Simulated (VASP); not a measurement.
# SnSe (I4/mmm) in VASP: further runs

The runs below take SnSe through single point, with PBEsol.

Program: VASP 6.6.1. These are calculated values, not measurements. Logs are shortened: lines on timing, memory, paths and dates and some standing lists are left out, and cuts for length are marked.

**1. The cell of the first run**

The structure is tetragonal, space group I4/mmm (No. 139). The conventional cell has a = 4.257 Å, b = 4.257 Å, c = 5.779 Å, α = 90.00°, β = 90.00°, γ = 90.00°. Within 3.8 Å of Sn (site symmetry 4/mmm) lie 6 Se at 2.89 to 3.01 Å. Se (site symmetry 4/mmm) has 6 Sn at 2.89 to 3.01 Å within 3.8 Å.

**2. Single point, PBEsol (strain -0.0400 x Voigt [0, 0, 1, 0, 0, 0])**

INCAR reads:

```
SYSTEM = SnSe
ALGO = Normal
EDIFF = 1E-6
ENCUT = 520
GGA = PS
ISIF = 2
ISMEAR = 0
LASPH = .TRUE.
LCHARG = .FALSE.
LREAL = .FALSE.
LWAVE = .FALSE.
NBANDS = 17
NELM = 60
PREC = Accurate
SIGMA = 0.05
```

KPOINTS reads:

```
k-points
0
G
  8 8 8
  0 0 0
```

POSCAR reads:

```
SnSe
1.0
    0.0000000000      3.0100000000      2.8896000000
    3.0100000000      0.0000000000      2.8896000000
    3.0100000000      3.0100000000      0.0000000000
Sn Se
1 1
Direct
    0.0000000000      0.0000000000      0.0000000000
    0.5000000000      0.5000000000      0.5000000000
```

Potentials or basis: VASP PAW PBE potentials, release 64 (Sn_d, Se).

Started as:

```console
cat potpaw_PBE.64/Sn_d/POTCAR potpaw_PBE.64/Se/POTCAR > POTCAR
mpirun -np 1 vasp_std > vasp.out
```

OUTCAR:

```text
SYSTEM = SnSe
   EDIFF = 1E-6
   ENCUT = 520
   GGA = PS
   ISIF = 2
   ISMEAR = 0
   LASPH = .TRUE.
   LREAL = .FALSE.
   NELM = 60
   PREC = Accurate

 ion  position               nearest neighbor table
   1  0.000  0.000  0.000-   2 2.89   2 2.89   2 3.01   2 3.01   2 3.01   2 3.01
   2  0.500  0.500  0.500-   1 2.89   1 2.89   1 3.01   1 3.01   1 3.01   1 3.01

  LATTYP: Found a body centered tetragonal cell.
 ALAT       =     4.2567828227
 C/A-ratio  =     1.3576450199

  Lattice vectors:

 A1 = (   0.0000000000,  -3.0100000000,  -2.8896000000)
 A2 = (   0.0000000000,   3.0100000000,  -2.8896000000)
 A3 = (   3.0100000000,   0.0000000000,   2.8896000000)

Analysis of symmetry for initial positions (statically):
=====================================================================
 Subroutine PRICEL returns:
 Original cell was already a primitive cell.

 Routine SETGRP: Setting up the symmetry group for a
 body centered tetragonal supercell.

 Subroutine GETGRP returns: Found 16 space group operations
 (whereof 16 operations were pure point group operations)
 out of a pool of 16 trial point group operations.

The static configuration has the point symmetry D_4h.

Analysis of symmetry for dynamics (positions and initial velocities):
=====================================================================
 Subroutine PRICEL returns:
 Original cell was already a primitive cell.

 Routine SETGRP: Setting up the symmetry group for a
 body centered tetragonal supercell.

 Subroutine GETGRP returns: Found 16 space group operations
 (whereof 16 operations were pure point group operations)
 out of a pool of 16 trial point group operations.

The dynamic configuration has the point symmetry D_4h.

 Subroutine INISYM returns: Found 16 space group operations
 (whereof 16 operations are pure point group operations),
 and found     1 'primitive' translations

----------------------------------------------------------------------------------------

                                     Primitive cell

  volume of cell :      52.3601

  direct lattice vectors                    reciprocal lattice vectors
     0.000000000  3.010000000  2.889600000    -0.166112957  0.166112957  0.173034330
     3.010000000  0.000000000  2.889600000     0.166112957 -0.166112957  0.173034330
     3.010000000  3.010000000  0.000000000     0.166112957  0.166112957 -0.173034330

  length of vectors
     4.172515807  4.172515807  4.256782823     0.291766873  0.291766873  0.291766873

  position of ions in fractional coordinates (direct lattice)
     0.000000000  0.000000000  0.000000000
     0.500000000  0.500000000  0.500000000

  ion indices of the primitive-cell ions
   primitive index   ion index
                 1           1
                 2           2

----------------------------------------------------------------------------------------

 KPOINTS: k-points

Automatic generation of k-mesh.
 Grid dimensions read from file:
 generate k-points for:    8    8    8

 Generating k-lattice:

  Cartesian coordinates                     Fractional coordinates (reciprocal lattice)
    -0.020764120  0.020764120  0.021629291     0.125000000  0.000000000  0.000000000
     0.020764120 -0.020764120  0.021629291     0.000000000  0.125000000  0.000000000
     0.020764120  0.020764120 -0.021629291     0.000000000  0.000000000  0.125000000

  Length of vectors
     0.036470859  0.036470859  0.036470859

  Shift w.r.t. Gamma in fractional coordinates (k-lattice)
     0.000000000  0.000000000  0.000000000

 Subroutine IBZKPT returns following result:
 ===========================================

 Found     59 irreducible k-points:

 Following reciprocal coordinates:
            Coordinates               Weight
  0.000000  0.000000  0.000000      1.000000
  0.125000  0.000000  0.000000      8.000000
  0.250000  0.000000  0.000000      8.000000
  0.375000  0.000000  0.000000      8.000000
  0.500000  0.000000  0.000000      4.000000
  0.125000  0.125000  0.000000      2.000000
[... 16 lines left out ...]
  0.250000  0.000000  0.125000     16.000000
  0.375000  0.000000  0.125000     16.000000
 [... further k-points ...]
   k-points           NKPTS =     59   k-points in BZ     NKDIM =     59   number of bands    NBANDS=     17
   number of dos      NEDOS =    301   number of ions     NIONS =      2
   total plane-waves  NPLWV =  32768
   dimension x,y,z NGX =    32 NGY =   32 NGZ =   32
   dimension x,y,z NGXF=    64 NGYF=   64 NGZF=   64
   ions per type =               1   1
   NGX,Y,Z   is equivalent  to a cutoff of  12.75, 12.75, 12.50 a.u.
   NGXF,Y,Z  is equivalent  to a cutoff of  25.50, 25.50, 24.99 a.u.
 SYSTEM =  SnSe
   PREC   = accura    normal or accurate (medium, high low for compatibility)
   ISTART =      0    job   : 0-new  1-cont  2-samecut
   ICHARG =      2    charge: 1-file 2-atom 10-const
   ISPIN  =      1    spin polarized calculation?
   LNONCOLLINEAR =      F non collinear calculations
   LSORBIT =      F    spin-orbit coupling
   LASPH  =      T    aspherical Exc in radial PAW
   ENCUT  =  520.0 eV  38.22 Ry    6.18 a.u.   7.76  7.76  7.91*2*pi/ulx,y,z
   NELM   =     60;   NELMIN=  2; NELMDL= -5     # of ELM steps
   EDIFF  = 0.1E-05   stopping-criterion for ELM
   LREAL  =      F    real-space projection
   EDIFFG = 0.1E-04   stopping-criterion for IOM
   NSW    =      0    number of steps for IOM
   IBRION =     -1    ionic relax: 0-MD 1-quasi-New 2-CG
   NFREE  =      0    steps in history (QN), initial steepest desc. (CG)
   ISIF   =      2    stress and relaxation
   ISYM   =      2    0-nonsym 1-usesym 2-fastsym
   POTIM  = 0.5000    time-step for ionic-motion
   TEBEG  =    0.0;   TEEND  =   0.0 temperature during run
   PSTRESS=    0.0 pullay stress
   NELECT =      20.0000    total number of electrons
   NUPDOWN=      -1.0000    fix difference up-down
   EMIN   =  10.00;   EMAX   =-10.00  energy-range for DOS
   EFERMI =   0.00;   METHOD = LEGACY
   ISMEAR =     0;   SIGMA  =   0.05  broadening in eV -4-tet -1-fermi 0-gaus
   EFERMI_NEDOS =   21; number of points for ismear=-14 and -15
   IALGO  =     38    algorithm
   IMIX   =      4    mixing-type and parameters
     AMIX     =   0.40;   BMIX     =  1.00
     AMIX_MAG =   1.60;   BMIX_MAG =  1.00
  volume/ion in A,a.u.               =      26.18       176.67
  Fermi-wavevector in a.u.,A,eV,Ry     =   1.187822  2.244658 19.196738  1.410920
  Thomas-Fermi vector in A             =   2.323965
   LORBIT       =      0    0 simple, 1 ext, 2 COOP (PROOUT), +10 PAW based schemes
   GGA     = PS    functional components
   LHFCALC =     F    Hartree Fock is set to
   AEXX    =    0.0000 exact exchange contribution
   IVDW    =     0    specifies the selected vdW correction
   LEPSILON=     F    determine dielectric tensor
   LRPA    =     F    only Hartree local field effects (RPA)
 non-spin polarized calculation
 Gauss-broadening in eV      SIGMA  =   0.05
  energy-cutoff  :      520.00
  volume of cell :       52.36
 maximum number of plane-waves:      1420
   NGX = 15   NGY = 15   NGZ = 15

 number of electron      20.0000006 magnetization

 Free energy of the ion-electron system (eV)
  ---------------------------------------------------
  ext. energy  EPLUGINS =         0.00000000
  ---------------------------------------------------
  free energy    TOTEN  =        -8.95933715 eV

  energy without entropy =       -8.95933715  energy(sigma->0) =       -8.95933715

 E-fermi :   6.0834     XC(G=0):  -9.9594

 val. band max:        5.7928235746   @ k =  -0.2500  -0.0000   0.1250
 cond. band min:       6.5262960315   @ k =  -0.3750   0.1250   0.0000
 fundamental gap:      0.7334724569
 Fermi energy:         6.0833525027

 k-point     1 :       0.0000    0.0000    0.0000
  band No.  band energies     occupation
      1     -15.5860      2.00000
      2     -15.5834      2.00000
      3     -15.5731      2.00000
      4     -15.5731      2.00000
      5     -15.5713      2.00000
      6      -8.2693      2.00000
[... 9 lines left out ...]
     16      11.8694      0.00000
     17      13.7814      0.00000

 k-point     2 :       0.1250    0.0000    0.0000
  band No.  band energies     occupation
      1     -15.5865      2.00000
      2     -15.5826      2.00000
      3     -15.5730      2.00000
      4     -15.5713      2.00000
      5     -15.5711      2.00000
      6      -8.1506      2.00000
[... 9 lines left out ...]
     16      12.1369      0.00000
     17      14.8192      0.00000

 k-point     3 :       0.2500    0.0000    0.0000
  band No.  band energies     occupation
      1     -15.5888      2.00000
      2     -15.5821      2.00000
      3     -15.5753      2.00000
      4     -15.5675      2.00000
      5     -15.5657      2.00000
      6      -7.8289      2.00000
[... 9 lines left out ...]
     16      13.0640      0.00000
     17      17.0048      0.00000

 k-point     4 :       0.3750    0.0000    0.0000
  band No.  band energies     occupation
      1     -15.5915      2.00000
      2     -15.5839      2.00000
      3     -15.5759      2.00000
      4     -15.5632      2.00000
      5     -15.5597      2.00000
      6      -7.4342      2.00000
[... 9 lines left out ...]
     16      14.6229      0.00000
     17      17.4194      0.00000
[... 343 lines left out ...]
      1     -15.5881      2.00000
      2     -15.5809      2.00000
      3     -15.5742      2.00000
      4     -15.5716      2.00000
      5     -15.5696      2.00000
      6      -8.1165      2.00000
[... 9 lines left out ...]
     16      12.8871      0.00000
     17      14.1506      0.00000

 k-point    23 :       0.2500    0.0000    0.1250
  band No.  band energies     occupation
      1     -15.5912      2.00000
      2     -15.5793      2.00000
      3     -15.5739      2.00000
      4     -15.5719      2.00000
      5     -15.5648      2.00000
      6      -7.8665      2.00000
[... 9 lines left out ...]
     16      13.7398      0.00000
     17      15.4464      0.00000

 k-point    24 :       0.3750    0.0000    0.1250
  band No.  band energies     occupation
      1     -15.5940      2.00000
      2     -15.5806      2.00000
      3     -15.5741      2.00000
      4     -15.5679      2.00000
      5     -15.5598      2.00000
      6      -7.4910      2.00000
[... 9 lines left out ...]
     16      15.1171      0.00000
     17      17.1845      0.00000

 [... further k-points ...]
[... 5 lines left out ...]
  --------------------------------------------------------------------------------------
  -------------------------------------------------------------------------------------
  Total       -0.4999930     -0.4999930      1.4628969      0.0000000     -0.0000000     -0.0000000
  in kB      -15.2993773    -15.2993773     44.7634538      0.0000000     -0.0000000     -0.0000000
  external PRESSURE =       4.7215664 kB  Pullay stress =       0.0000000 kB

 VOLUME and BASIS-vectors are now :
 -----------------------------------------------------------------------------
  energy-cutoff  :      520.00
  volume of cell :       52.36
      direct lattice vectors                 reciprocal lattice vectors
     0.000000000  3.010000000  2.889600000    -0.166112957  0.166112957  0.173034330
     3.010000000  0.000000000  2.889600000     0.166112957 -0.166112957  0.173034330
     3.010000000  3.010000000  0.000000000     0.166112957  0.166112957 -0.173034330

 POSITION                                       TOTAL-FORCE (eV/Angst)
 -----------------------------------------------------------------------------------
      0.00000      0.00000      0.00000         0.000000     -0.000000      0.000000
      3.01000      3.01000      2.88960        -0.000000      0.000000     -0.000000
 -----------------------------------------------------------------------------------
    total drift:                                0.000000     -0.000000     -0.000000

  FREE ENERGIE OF THE ION-ELECTRON SYSTEM (eV)
  ---------------------------------------------------
  free  energy   TOTEN  =        -8.9593371457 eV

  energy  without entropy=       -8.9593371457  energy(sigma->0) =       -8.95933715
```

It took 14 s on 1 thread of Intel Xeon 6975P-C (Granite Rapids), shared host; peak memory 0.2 GiB.

What came out:

```
Free energy            : -8.9593 eV
Pressure               : 0.5 GPa
Band gap on the k mesh : 0.73 eV, indirect (least direct gap 0.78 eV)
```

Caveat: the cell differs from its parent crystal (strain -0.0400 x Voigt [0, 0, 1, 0, 0, 0]); the PAW data sets were made with another functional, which shifts forces and pressure a little; spin-orbit coupling is left out, which moves the levels of the heavy elements.

**3. Single point, PBEsol (strain -0.0300 x Voigt [0, 0, 1, 0, 0, 0])**

INCAR reads:

```
ALGO = Normal
EDIFF = 1E-6
ENCUT = 520
GGA = PS
ISIF = 2
ISMEAR = 0
LASPH = True
LCHARG = True
LELF = True
LREAL = False
LVHAR = True
LWAVE = False
NBANDS = 17
NELM = 60
PREC = Accurate
SIGMA = 0.05
```

KPOINTS reads:

```
k-points
0
Gamma
  8 8 8
```

POSCAR reads:

```
SnSe
1.0
    0.0000000000      3.0100000000      2.9197000000
    3.0100000000      0.0000000000      2.9197000000
    3.0100000000      3.0100000000      0.0000000000
Sn Se
1 1
Direct
    0.0000000000      0.0000000000      0.0000000000
    0.5000000000      0.5000000000      0.5000000000
```

Potentials or basis: VASP PAW PBE potentials, release 64 (Sn_d, Se).

Started as:

```console
cat potpaw_PBE.64/Sn_d/POTCAR potpaw_PBE.64/Se/POTCAR > POTCAR
mpirun -np 1 vasp_std > vasp.out
```

Run time: 14 s. Hardware: 1 thread of Intel Xeon 6975P-C (Granite Rapids), shared host; peak memory 0.2 GiB.

It converged, with:

| Item | Value |
| --- | --- |
| Free energy | -8.9715 eV |
| Pressure | -0.2 GPa |
| Band gap on the k mesh | 0.74 eV, indirect (least direct gap 0.81 eV) |

Stress tensor (GPa, compression positive):
```
-1.63  0.00  0.00
 0.00 -1.63  0.00
 0.00  0.00  2.58
```

Levels at points of the mesh, in eV from the valence-band top:
```
           k point  band 8  band 9  band 10  band 11  band 12  band 13
(0.00, 0.00, 0.00)   -2.37   -2.06    -2.06     4.27     4.27     5.03
(0.50, 0.00, 0.00)   -1.93   -1.88     0.00     0.81     1.22     1.41
(0.50, 0.50, 0.00)   -5.65   -3.73    -3.73     2.86     5.51     5.51
(0.50, 0.00, 0.50)   -5.58   -3.83    -3.48     2.97     5.28     6.06
```

Caveat: the cell differs from its parent crystal (strain -0.0300 x Voigt [0, 0, 1, 0, 0, 0]); the PAW data sets were made with another functional, which shifts forces and pressure a little; spin-orbit coupling is left out, which moves the levels of the heavy elements.
